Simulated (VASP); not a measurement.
# TiRu2 in VASP: single point with PBE

Aim: the single point of TiRu2 with PBE.

Everything below comes from runs of VASP 6.6.1. Logs are shortened: lines on timing, memory, paths and dates and some standing lists are left out, and cuts for length are marked.

## 1. The cell of the first run

The typed cell holds 3 atoms: a = 4.124 Å, b = 4.124 Å, c = 4.124 Å, α = 120.00°, β = 120.00°, γ = 89.99°.

## 2. Single point, PBE

INCAR

```
SYSTEM = TiRu2
PREC = Accurate
ENCUT = 520
EDIFF = 1E-7
ISMEAR = 0
SIGMA = 0.1
LREAL = .FALSE.
LASPH = .TRUE.
NELM = 100
ALGO = Fast
ISIF = 2
LWAVE = .FALSE.
LCHARG = .TRUE.
GGA = PE
LELF = .TRUE.
LVHAR = .TRUE.
NBANDS = 27
```

KPOINTS

```
regular mesh
0
G
  16 16 16
  0 0 0
```

POSCAR

```
TiRu2
1.0
   -2.0618497822      2.0618497822      2.9163186277
    2.0618497822     -2.0618497822      2.9163186277
    2.0618497822      2.0618497822     -2.9163186277
Ti Ru
1 2
Direct
    0.0000000000      0.0000000000      0.0000000000
    0.7500000000      0.2500000000      0.5000000000
    0.2500000000      0.7500000000      0.5000000000
```

Potentials or basis: VASP PAW PBE potentials, release 64 (Ti_sv, Ru_pv).

Started as:

```
$ cat potpaw_PBE.64/Ti_sv/POTCAR potpaw_PBE.64/Ru_pv/POTCAR > POTCAR
$ mpirun -np 1 vasp_std > vasp.out
```

OUTCAR:

```text
SYSTEM = TiRu2
   PREC = Accurate
   ENCUT = 520
   EDIFF = 1E-7
   ISMEAR = 0
   LREAL = .FALSE.
   LASPH = .TRUE.
   NELM = 100
   ISIF = 2
   GGA = PE

 ion  position               nearest neighbor table
   1  0.000  0.000  0.000-   2 2.53   3 2.53   2 2.53   3 2.53   2 2.53   3 2.53   2 2.53   3 2.53

   2  0.750  0.250  0.500-   1 2.53   1 2.53   1 2.53   1 2.53   3 2.92   3 2.92   3 2.92   3 2.92
                             3 2.92   3 2.92
   3  0.250  0.750  0.500-   1 2.53   1 2.53   1 2.53   1 2.53   2 2.92   2 2.92   2 2.92   2 2.92
                             2 2.92   2 2.92

  LATTYP: Found a body centered tetragonal cell.
 ALAT       =     4.1236995644
 C/A-ratio  =     1.4144185735

  Lattice vectors:

 A1 = (  -2.0618497822,   2.0618497822,   2.9163186277)
 A2 = (   2.0618497822,  -2.0618497822,   2.9163186277)
 A3 = (   2.0618497822,   2.0618497822,  -2.9163186277)

Analysis of symmetry for initial positions (statically):
=====================================================================
 Subroutine PRICEL returns:
 Original cell was already a primitive cell.

 Routine SETGRP: Setting up the symmetry group for a
 body centered tetragonal supercell.

 Subroutine GETGRP returns: Found 16 space group operations
 (whereof 16 operations were pure point group operations)
 out of a pool of 16 trial point group operations.

The static configuration has the point symmetry D_4h.

Analysis of symmetry for dynamics (positions and initial velocities):
=====================================================================
 Subroutine PRICEL returns:
 Original cell was already a primitive cell.

 Routine SETGRP: Setting up the symmetry group for a
 body centered tetragonal supercell.

 Subroutine GETGRP returns: Found 16 space group operations
 (whereof 16 operations were pure point group operations)
 out of a pool of 16 trial point group operations.

The dynamic configuration has the point symmetry D_4h.

 Subroutine INISYM returns: Found 16 space group operations
 (whereof 16 operations are pure point group operations),
 and found     1 'primitive' translations

----------------------------------------------------------------------------------------

                                     Primitive cell

  volume of cell :      49.5917

  direct lattice vectors                    reciprocal lattice vectors
[... 87 lines left out ...]
   ENCUT  =  520.0 eV  38.22 Ry    6.18 a.u.   7.67  7.67  7.67*2*pi/ulx,y,z
   NELM   =    100;   NELMIN=  2; NELMDL= -5     # of ELM steps
   EDIFF  = 0.1E-06   stopping-criterion for ELM
   LREAL  =      F    real-space projection
   EDIFFG = 0.1E-05   stopping-criterion for IOM
   NSW    =      0    number of steps for IOM
   IBRION =     -1    ionic relax: 0-MD 1-quasi-New 2-CG
   NFREE  =      0    steps in history (QN), initial steepest desc. (CG)
   ISIF   =      2    stress and relaxation
   ISYM   =      2    0-nonsym 1-usesym 2-fastsym
   POTIM  = 0.5000    time-step for ionic-motion
   TEBEG  =    0.0;   TEEND  =   0.0 temperature during run
   PSTRESS=    0.0 pullay stress
   NELECT =      40.0000    total number of electrons
   NUPDOWN=      -1.0000    fix difference up-down
   EMIN   =  10.00;   EMAX   =-10.00  energy-range for DOS
   EFERMI =   0.00;   METHOD = LEGACY
   ISMEAR =     0;   SIGMA  =   0.10  broadening in eV -4-tet -1-fermi 0-gaus
   EFERMI_NEDOS =   21; number of points for ismear=-14 and -15
   IALGO  =     68    algorithm
   IMIX   =      4    mixing-type and parameters
     AMIX     =   0.40;   BMIX     =  1.00
     AMIX_MAG =   1.60;   BMIX_MAG =  1.00
  volume/ion in A,a.u.               =      16.53       111.55
  Fermi-wavevector in a.u.,A,eV,Ry     =   1.523907  2.879767 31.596712  2.322293
  Thomas-Fermi vector in A             =   2.632286
   LORBIT       =      0    0 simple, 1 ext, 2 COOP (PROOUT), +10 PAW based schemes
   GGA     = PE    functional components
   LHFCALC =     F    Hartree Fock is set to
   AEXX    =    0.0000 exact exchange contribution
   IVDW    =     0    specifies the selected vdW correction
   LEPSILON=     F    determine dielectric tensor
   LRPA    =     F    only Hartree local field effects (RPA)
 non-spin polarized calculation
 RMM-DIIS sequential band-by-band and
 Gauss-broadening in eV      SIGMA  =   0.10
  energy-cutoff  :      520.00
  volume of cell :       49.59
 maximum number of plane-waves:      1363
   NGX = 15   NGY = 15   NGZ = 15

 number of electron      39.9999995 magnetization

 Free energy of the ion-electron system (eV)
  ---------------------------------------------------
  ext. energy  EPLUGINS =         0.00000000
  ---------------------------------------------------
  free energy    TOTEN  =       -25.35931600 eV

  energy without entropy =      -25.34141277  energy(sigma->0) =      -25.35036438

 E-fermi :   8.8686     XC(G=0): -12.2935

 val. band max:        8.8673957404   @ k =  -0.3750   0.3750   0.3750
 cond. band min:       8.8753270004   @ k =  -0.1875   0.3125   0.0625
 fundamental gap:      0.0079312600
 Fermi energy:         8.8686375513

 k-point     1 :       0.0000    0.0000    0.0000
  band No.  band energies     occupation
      1     -47.4167      2.00000
      2     -33.2627      2.00000
      3     -33.2627      2.00000
      4     -33.2624      2.00000
      5     -33.0699      2.00000
      6     -33.0697      2.00000
[... 709 lines left out ...]
     26      12.1367      0.00000
     27      19.3922      0.00000

 [... further k-points ...]

------------------------ aborting loop because EDIFF is reached ----------------------------------------

  FORCE on cell =-STRESS in cart. coord.  units (eV):
  Direction    XX          YY          ZZ          XY          YZ          ZX
  --------------------------------------------------------------------------------------
  -------------------------------------------------------------------------------------
  Total       -0.0419769     -0.0419769     -0.0451193      0.0000000     -0.0000000      0.0000000
  in kB       -1.3561646     -1.3561646     -1.4576869      0.0000000     -0.0000000      0.0000000
  external PRESSURE =      -1.3900054 kB  Pullay stress =       0.0000000 kB

 VOLUME and BASIS-vectors are now :
 -----------------------------------------------------------------------------
  energy-cutoff  :      520.00
  volume of cell :       49.59
      direct lattice vectors                 reciprocal lattice vectors
    -2.061849782  2.061849782  2.916318628     0.000000000  0.242500692  0.171449030
     2.061849782 -2.061849782  2.916318628     0.242500692  0.000000000  0.171449030
     2.061849782  2.061849782 -2.916318628     0.242500692  0.242500692  0.000000000

 POSITION                                       TOTAL-FORCE (eV/Angst)
 -----------------------------------------------------------------------------------
      0.00000      0.00000      0.00000         0.000000     -0.000000     -0.000000
     -0.00000      2.06185      1.45816        -0.000000      0.000000     -0.000000
      2.06185     -0.00000      1.45816         0.000000     -0.000000      0.000000
 -----------------------------------------------------------------------------------
    total drift:                                0.000000     -0.000000      0.000000

  FREE ENERGIE OF THE ION-ELECTRON SYSTEM (eV)
  ---------------------------------------------------
  free  energy   TOTEN  =       -25.3593159971 eV

  energy  without entropy=      -25.3414127656  energy(sigma->0) =      -25.35036438
```

stdout:

```text
POSCAR found type information on POSCAR TiRu
[... 54 lines left out ...]
 num prob  num prob  num prob  num prob  num prob  num prob  num prob  num prob  num prob  num prob WARNING in EDDRMM: call to ZHEGV failed, returncode =   8  4     12
 num prob  num prob WARNING in EDDRMM: call to ZHEGV failed, returncode =   6  3     16
 num prob  num prob  num prob  num prob  num prob  num prob  num prob  num prob  num prob  num prob  num prob  num prob  num prob  num prob  num prob  num prob  num prob  num prob  num prob  num prob  num prob  num prob  num prob  num prob  num prob  num prob  num prob  num prob  num prob  num prob  num prob  num prob  num prob  num prob  num prob  num prob  num prob  num prob  num prob  num prob  num prob  num prob  num prob  num prob  num prob  num prob  num prob  num prob  num prob  num prob  num prob  num prob  num prob  num prob  num prob  num prob  num prob  num prob  n
```

Run time: 31 min. Hardware: 1 thread of AMD EPYC 7R13, shared host; peak memory 0.49 GiB.

Results:

```yaml
Free_energy: -25.3593 eV
Pressure: -0.1 GPa
Band_gap_on_the_k_mesh: zero (bands 20 and 21 overlap by 2.65 eV)
```
